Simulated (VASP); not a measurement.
# Cu (Fm-3m) in VASP: notebook

Cu is run at these levels: HSE06; tasks: single point.

Program: VASP 6.6.1. These are calculated values, not measurements. Logs are shortened: lines on timing, memory, paths and dates and some standing lists are left out, and cuts for length are marked.

**1. The cell of the first run**

The structure is cubic, space group Fm-3m (No. 225). The conventional cell has a = 3.530 Å, b = 3.530 Å, c = 3.530 Å, α = 90.00°, β = 90.00°, γ = 90.00°. Cu (site symmetry m-3m) has 12 Cu at 2.50 Å within 3.3 Å.

**2. Single point, HSE06**

POSCAR reads:

```
Cu
1.0
    0.0000000000      1.7652487196      1.7652487196
    1.7652487196      0.0000000000      1.7652487196
    1.7652487196      1.7652487196      0.0000000000
Cu
1
Direct
    0.0000000000      0.0000000000      0.0000000000
```

INCAR.step1 reads:

```
SYSTEM = Cu
PREC = Accurate
ENCUT = 520
EDIFF = 1E-5
ISMEAR = -1
SIGMA = 0.1
LREAL = .FALSE.
LASPH = .TRUE.
NELM = 60
ALGO = Normal
ISIF = 2
LWAVE = .TRUE.
LCHARG = .FALSE.
GGA = PE
NBANDS = 12
```

INCAR.step2 reads:

```
SYSTEM = Cu
PREC = Accurate
ENCUT = 520
EDIFF = 1E-6
ISMEAR = -1
SIGMA = 0.1
LREAL = .FALSE.
LASPH = .TRUE.
NELM = 60
ALGO = Normal
ISIF = 2
LWAVE = .FALSE.
LCHARG = .FALSE.
GGA = PE
LHFCALC = .TRUE.
HFSCREEN = 0.2079
PRECFOCK = Normal
ISTART = 1
NBANDS = 12
```

KPOINTS reads:

```
Automatic mesh
0
G
  6 6 6
  0 0 0
```

Potentials or basis: VASP PAW PBE potentials, release 64 (Cu).

On the command line:

```sh
$ cat potpaw_PBE.64/Cu/POTCAR > POTCAR
$ cp INCAR.step1 INCAR
$ mpirun -np 1 vasp_std > vasp.out
$ cp INCAR.step2 INCAR
$ mpirun -np 1 vasp_std > vasp.out
```

OUTCAR:

```text
SYSTEM = Cu
   PREC = Accurate
   ENCUT = 520
   EDIFF = 1E-6
   ISMEAR = -1
   LREAL = .FALSE.
   LASPH = .TRUE.
   NELM = 60
   ISIF = 2
   GGA = PE
   LHFCALC = .TRUE.
   HFSCREEN = 0.2079
   PRECFOCK = Normal
   ISTART = 1

 ion  position               nearest neighbor table
   1  0.000  0.000  0.000-

  LATTYP: Found a face centered cubic cell.
 ALAT       =     3.5304974392

  Lattice vectors:

 A1 = (   0.0000000000,   1.7652487196,   1.7652487196)
 A2 = (   1.7652487196,   0.0000000000,   1.7652487196)
 A3 = (   1.7652487196,   1.7652487196,   0.0000000000)

Analysis of symmetry for initial positions (statically):
=====================================================================
 Subroutine PRICEL returns:
 Original cell was already a primitive cell.

 Routine SETGRP: Setting up the symmetry group for a
 face centered cubic supercell.

 Subroutine GETGRP returns: Found 48 space group operations
 (whereof 48 operations were pure point group operations)
 out of a pool of 48 trial point group operations.

The static configuration has the point symmetry O_h .

Analysis of symmetry for dynamics (positions and initial velocities):
=====================================================================
 Subroutine PRICEL returns:
 Original cell was already a primitive cell.

 Routine SETGRP: Setting up the symmetry group for a
 face centered cubic supercell.

 Subroutine GETGRP returns: Found 48 space group operations
 (whereof 48 operations were pure point group operations)
 out of a pool of 48 trial point group operations.

The dynamic configuration has the point symmetry O_h .

 Subroutine INISYM returns: Found 48 space group operations
 (whereof 48 operations are pure point group operations),
 and found     1 'primitive' translations

----------------------------------------------------------------------------------------

                                     Primitive cell

  volume of cell :      11.0014

  direct lattice vectors                    reciprocal lattice vectors
     0.000000000  1.765248720  1.765248720    -0.283246205  0.283246205  0.283246205
     1.765248720  0.000000000  1.765248720     0.283246205 -0.283246205  0.283246205
     1.765248720  1.765248720  0.000000000     0.283246205  0.283246205 -0.283246205

  length of vectors
     2.496438680  2.496438680  2.496438680     0.490596817  0.490596817  0.490596817

  position of ions in fractional coordinates (direct lattice)
     0.000000000  0.000000000  0.000000000

  ion indices of the primitive-cell ions
   primitive index   ion index
                 1           1

----------------------------------------------------------------------------------------

 KPOINTS: Automatic mesh

Automatic generation of k-mesh.
 Grid dimensions read from file:
 generate k-points for:    6    6    6

 Generating k-lattice:

  Cartesian coordinates                     Fractional coordinates (reciprocal lattice)
    -0.047207701  0.047207701  0.047207701     0.166666667  0.000000000  0.000000000
     0.047207701 -0.047207701  0.047207701     0.000000000  0.166666667  0.000000000
     0.047207701  0.047207701 -0.047207701     0.000000000  0.000000000  0.166666667

  Length of vectors
     0.081766136  0.081766136  0.081766136

  Shift w.r.t. Gamma in fractional coordinates (k-lattice)
     0.000000000  0.000000000  0.000000000

 Subroutine IBZKPT returns following result:
 ===========================================

 Found     16 irreducible k-points:

 Following reciprocal coordinates:
            Coordinates               Weight
  0.000000  0.000000  0.000000      1.000000
  0.166667  0.000000  0.000000      8.000000
  0.333333  0.000000  0.000000      8.000000
  0.500000  0.000000  0.000000      4.000000
  0.166667  0.166667  0.000000      6.000000
  0.333333  0.166667  0.000000     24.000000
[... 8 lines left out ...]
 -0.333333  0.333333  0.166667     24.000000
 -0.333333  0.500000  0.166667     12.000000
   k-points           NKPTS =     16   k-points in BZ     NKDIM =    216   number of bands    NBANDS=     12
   number of dos      NEDOS =    301   number of ions     NIONS =      1
   total plane-waves  NPLWV =   8000
   dimension x,y,z NGX =    20 NGY =   20 NGZ =   20
   dimension x,y,z NGXF=    40 NGYF=   40 NGZF=   40
   ions per type =               1
   NGX,Y,Z   is equivalent  to a cutoff of  13.32, 13.32, 13.32 a.u.
   NGXF,Y,Z  is equivalent  to a cutoff of  26.64, 26.64, 26.64 a.u.
 SYSTEM =  Cu
   PREC   = accura    normal or accurate (medium, high low for compatibility)
   ISTART =      1    job   : 0-new  1-cont  2-samecut
   ICHARG =      0    charge: 1-file 2-atom 10-const
   ISPIN  =      1    spin polarized calculation?
   LNONCOLLINEAR =      F non collinear calculations
   LSORBIT =      F    spin-orbit coupling
   LASPH  =      T    aspherical Exc in radial PAW
   ENCUT  =  520.0 eV  38.22 Ry    6.18 a.u.   4.64  4.64  4.64*2*pi/ulx,y,z
   NELM   =     60;   NELMIN=  2; NELMDL=  0     # of ELM steps
   EDIFF  = 0.1E-05   stopping-criterion for ELM
   LREAL  =      F    real-space projection
   EDIFFG = 0.1E-04   stopping-criterion for IOM
   NSW    =      0    number of steps for IOM
   IBRION =     -1    ionic relax: 0-MD 1-quasi-New 2-CG
   NFREE  =      0    steps in history (QN), initial steepest desc. (CG)
   ISIF   =      2    stress and relaxation
   ISYM   =      3    0-nonsym 1-usesym 2-fastsym
   POTIM  = 0.5000    time-step for ionic-motion
   TEBEG  =    0.0;   TEEND  =   0.0 temperature during run
   PSTRESS=    0.0 pullay stress
   NELECT =      11.0000    total number of electrons
   NUPDOWN=      -1.0000    fix difference up-down
   EMIN   =  10.00;   EMAX   =-10.00  energy-range for DOS
   EFERMI =   0.00;   METHOD = LEGACY
   ISMEAR =    -1;   SIGMA  =   0.10  broadening in eV -4-tet -1-fermi 0-gaus
   EFERMI_NEDOS =   21; number of points for ismear=-14 and -15
   IALGO  =     38    algorithm
   IMIX   =      1    mixing-type and parameters
     AMIX     =   0.40;   BMIX     =  1.00
     AMIX_MAG =   1.60;   BMIX_MAG =  1.00
  volume/ion in A,a.u.               =      11.00        74.24
  Fermi-wavevector in a.u.,A,eV,Ry     =   1.637029  3.093537 36.461782  2.679865
  Thomas-Fermi vector in A             =   2.728237
   LORBIT       =      0    0 simple, 1 ext, 2 COOP (PROOUT), +10 PAW based schemes
   GGA     = PE    functional components
   LHFCALC =     T    Hartree Fock is set to
   PRECFOCK=normal    Normal, Fast or Accurate (Low or Medium for compatibility)
   ENCUT4O =  -1.0   cutoff for four orbital integrals eV
   NKREDX  =     1    reduce k-point grid by
   NKREDY  =     1    reduce k-point grid by
   NKREDZ  =     1    reduce k-point grid by
   AEXX    =    0.2500 exact exchange contribution
   HFSCREEN=    0.2079 screening length (either q_TF or 0.3 A-1)
   HFSCREENC=   0.2079 screening length for correlation (either q_TF or 0.3 A-1)
   ENCUTFOCK=  -1.0 apply spherical cutoff to Coloumb kernel
   IVDW    =     0    specifies the selected vdW correction
   LEPSILON=     F    determine dielectric tensor
   LRPA    =     F    only Hartree local field effects (RPA)
 non-spin polarized calculation
  energy-cutoff  :      520.00
  volume of cell :       11.00
 maximum number of plane-waves:       307
 NGX is ok and might be reduce to    20
  NGX = 14; NGY = 14; NGZ = 14

 number of electron      11.0000005 magnetization

 Free energy of the ion-electron system (eV)
  ---------------------------------------------------
  ext. energy  EPLUGINS =         0.00000000
  ---------------------------------------------------
  free energy    TOTEN  =        -3.52932958 eV

  energy without entropy =       -3.51371827  energy(sigma->0) =       -3.52152392

 E-fermi :   7.9843     XC(G=0): -10.6308

 val. band max:        7.9311429669   @ k =   0.5000   0.3333   0.1667
 cond. band min:       8.6796233349   @ k =   0.5000   0.1667   0.0000
 fundamental gap:      0.7484803679
 Fermi energy:         7.9843139903

 k-point     1 :       0.0000    0.0000    0.0000
  band No.  band energies     occupation
      1      -2.6983      2.00000
      2       3.5356      2.00000
      3       3.5356      2.00000
      4       3.5356      2.00000
      5       4.4546      2.00000
      6       4.4546      2.00000
      7      32.6532      0.00000
      8      36.2021      0.00000
      9      36.2021      0.00000
     10      36.2021      0.00000
     11      38.9519      0.00000
     12      38.9519      0.00000

 k-point     2 :       0.1667    0.0000    0.0000
  band No.  band energies     occupation
      1      -1.5367      2.00000
      2       3.3535      2.00000
      3       3.7018      2.00000
      4       3.7018      2.00000
      5       4.4410      2.00000
      6       4.4410      2.00000
      7      27.0503      0.00000
      8      33.2837      0.00000
      9      34.5860      0.00000
     10      34.5860      0.00000
     11      40.4590      0.00000
     12      41.0838      0.00000

 k-point     3 :       0.3333    0.0000    0.0000
  band No.  band energies     occupation
      1       0.8778      2.00000
      2       3.6017      2.00000
      3       3.6017      2.00000
      4       4.0336      2.00000
      5       4.9094      2.00000
      6       4.9095      2.00000
      7      18.4509      0.00000
      8      31.8485      0.00000
      9      33.3973      0.00000
     10      33.3974      0.00000
     11      37.7425      0.00000
     12      37.7425      0.00000
[... 166 lines left out ...]
 k-point    15 :      -0.3333    0.3333    0.1667
  band No.  band energies     occupation
      1       2.5190      2.00000
      2       2.6053      2.00000
      3       3.2800      2.00000
      4       4.3379      2.00000
      5       5.2548      2.00000
      6      12.4353      0.00000
      7      14.2368      0.00000
      8      21.6364      0.00000
      9      22.3614      0.00000
     10      35.8859      0.00000
     11      38.7736      0.00000
     12      45.3336      0.00000

 k-point    16 :      -0.3333    0.5000    0.1667
  band No.  band energies     occupation
      1       1.9608      2.00000
      2       2.3825      2.00000
      3       3.9164      2.00000
      4       4.6813      2.00000
      5       5.4914      2.00000
      6      13.0914      0.00000
      7      17.3658      0.00000
      8      18.4065      0.00000
      9      20.0946      0.00000
     10      34.3818      0.00000
     11      37.5638      0.00000
     12      44.5913      0.00000

------------------------ aborting loop because EDIFF is reached ----------------------------------------

  FORCE on cell =-STRESS in cart. coord.  units (eV):
  Direction    XX          YY          ZZ          XY          YZ          ZX
  --------------------------------------------------------------------------------------
  -------------------------------------------------------------------------------------
  Total        1.0381552      1.0381552      1.0381552     -0.0000000     -0.0000000      0.0000000
  in kB      151.1907234    151.1907234    151.1907234     -0.0000000     -0.0000000      0.0000000
  external PRESSURE =     151.1907234 kB  Pullay stress =       0.0000000 kB

 VOLUME and BASIS-vectors are now :
 -----------------------------------------------------------------------------
  energy-cutoff  :      520.00
  volume of cell :       11.00
      direct lattice vectors                 reciprocal lattice vectors
     0.000000000  1.765248720  1.765248720    -0.283246205  0.283246205  0.283246205
     1.765248720  0.000000000  1.765248720     0.283246205 -0.283246205  0.283246205
     1.765248720  1.765248720  0.000000000     0.283246205  0.283246205 -0.283246205

 POSITION                                       TOTAL-FORCE (eV/Angst)
 -----------------------------------------------------------------------------------
      0.00000      0.00000      0.00000         0.000000      0.000000     -0.000000
 -----------------------------------------------------------------------------------
    total drift:                               -0.000001     -0.000001     -0.000001

  FREE ENERGIE OF THE ION-ELECTRON SYSTEM (eV)
  ---------------------------------------------------
  free  energy   TOTEN  =        -3.5293295813 eV

  energy  without entropy=       -3.5137182682  energy(sigma->0) =       -3.52152392
```

Run time: 4.7 min. Hardware: 1 thread of AMD EPYC 7R13 (Zen 3), shared host; peak memory 0.19 GiB.

What came out:

```
Free energy            : -3.5293 eV
Pressure               : 15.1 GPa
Band gap on the k mesh : zero (an odd number of electrons rules out a gap without spin polarisation)
```

Levels at points of the mesh, in eV from the Fermi level:
```tsv
k point	band 2	band 3	band 4	band 5	band 6	band 7	band 8	band 9	band 10	band 11
(0.00, 0.00, 0.00)	-4.45	-4.45	-4.45	-3.53	-3.53	24.67	28.22	28.22	28.22	30.97
(0.50, 0.00, 0.00)	-4.52	-4.52	-2.71	-2.71	-0.97	5.14	23.05	25.16	25.16	28.00
(0.50, 0.50, 0.00)	-6.10	-2.83	-2.49	-2.49	2.18	8.89	15.19	15.19	20.07	23.42
```

Caveat: the k points lie up to 0.51 Å⁻¹ apart, too coarse for converged energies and pressures of a metal; the PAW data sets were made with another functional, which shifts forces and pressure a little.

[end of part 1 of 3]
